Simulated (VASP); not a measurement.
Sn, 9 atoms in the cell. The cell holds a slab with vacuum, 9 atoms: a = 4.626 Å, b = 4.626 Å, c = 28.083 Å, α = 90.00°, β = 90.00°, γ = 90.00°. 

| Quantity | Value |
| --- | --- |
| Program | VASP 6.6.1 |
| Task | single point |
| Functional | PBEsol |
| Potentials or basis | VASP PAW PBE potentials, release 64 (Sn_d) |
| Cutoff | 520 eV |
| k mesh | 8 × 8 × 1 |
| Occupations | gaussian, width 0.1 eV |
| Spin | no spin polarisation |
| Dipole correction | yes |
| Further INCAR settings | ALGO = Normal; EDIFF = 1e-07; NBANDS = 73 |

Potentials or basis: VASP PAW PBE potentials, release 64 (Sn_d).

The run is started by

```sh
$ cat potpaw_PBE.64/Sn_d/POTCAR > POTCAR
$ mpirun -np 1 vasp_std > vasp.out
```

Hardware: 1 thread of Intel(R) Xeon(R) Platinum 8488C (Sapphire Rapids), on a shared host.

Estimate the wall time of this run.

Run time: 15 min on 1 thread of Intel(R) Xeon(R) Platinum 8488C (Sapphire Rapids) (shared host), peak memory 0.8 GiB. Counts: scf iterations 26, k points 15.
